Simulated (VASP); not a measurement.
## CaO: single point with r2SCAN

The system is CaO.

```
CELL_PARAMETERS angstrom
2.34949 2.34949 0.00000
-2.34949 2.34949 0.00000
0.00000 2.34949 2.42318
ATOMIC_POSITIONS crystal
Ca 0.00000 0.00000 0.00000
O 0.50000 0.50000 0.00000
```

This cell differs from its parent crystal: in-plane strain -0.02, then relaxed in part.

```yaml
Program: VASP 6.6.1
Task: single point
Functional: r2SCAN
Potentials_or_basis: VASP PAW PBE potentials, release 64 (Ca_sv, O)
Cutoff: 520 eV
k_mesh: 8 × 8 × 8
Occupations: gaussian, width 0.01 eV
Spin: no spin polarisation
Dipole_correction: no
Further_INCAR_settings: ALGO = Normal; EDIFF = 1e-06; NBANDS = 15
```

- Pressure: 5.2 GPa
- Band gap on the k mesh: 4.12 eV, indirect (least direct gap 4.50 eV)

Stress tensor (GPa, compression positive):
```
7.31 0.00 0.00
0.00 7.31 0.00
0.00 0.00 0.94
```

Levels at points of the mesh, in eV from the valence-band top:
```csv
k point,band 4,band 5,band 6,band 7,band 8,band 9,band 10,band 11,band 12,band 13
"(0.00, 0.00, 0.00)",-18.78,-16.58,-0.08,0.00,0.00,5.67,6.78,6.99,6.99,8.48
"(0.50, 0.00, 0.00)",-18.82,-15.11,-2.72,-1.31,-1.31,7.85,9.22,9.25,9.48,11.31
"(0.50, 0.50, 0.00)",-19.05,-16.36,-1.24,-0.46,-0.38,4.12,9.00,9.85,10.34,10.59
"(0.00, 0.00, 0.50)",-19.02,-16.36,-1.43,-0.34,-0.34,4.22,9.00,9.83,10.45,10.45
```

It took 50 s on 1 thread of Intel(R) Xeon(R) 6975P-C (Granite Rapids) (shared host), peak memory 0.18 GiB.

Caveat: the cell differs from its parent crystal (in-plane strain -0.02, then relaxed in part); the PAW data sets were made with another functional, which shifts forces and pressure a little. A k mesh can miss the band edges.
